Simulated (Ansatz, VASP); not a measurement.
Two plane-wave programs on Te

```xyz
1
Lattice="-1.8838 1.8838 1.8838 1.8838 -1.8838 1.8838 1.8838 1.8838 -1.8838" Properties=species:S:1:pos:R:3 pbc="T T T"
Te    0.0000    0.0000    0.0000
```

Alike in both runs: task single point; functional revPBE; k mesh 13 × 13 × 13; occupations fermi-dirac, width 0.1 eV; no spin polarisation.

|  | VASP | Ansatz |
| --- | --- | --- |
| version | VASP 6.6.1 | Ansatz 0.2.0 |
| potentials or method | VASP PAW PBE potentials, release 64 (Te), cutoff 520 eV | plane waves (420 eV) with PAW, scalar-relativistic |
| valence electrons in the cell | 6 | 16 |

VASP gave:

```
pressure (GPa) : 5.0
```

Which values does Ansatz return?

Pressure (GPa): 5.2.

VASP's potentials were made for PBE, not for revPBE. VASP's potentials hold 6 valence electrons a cell and Ansatz's 16, so a difference there can come from the potentials and not from the codes.

Spin-orbit coupling is off throughout.
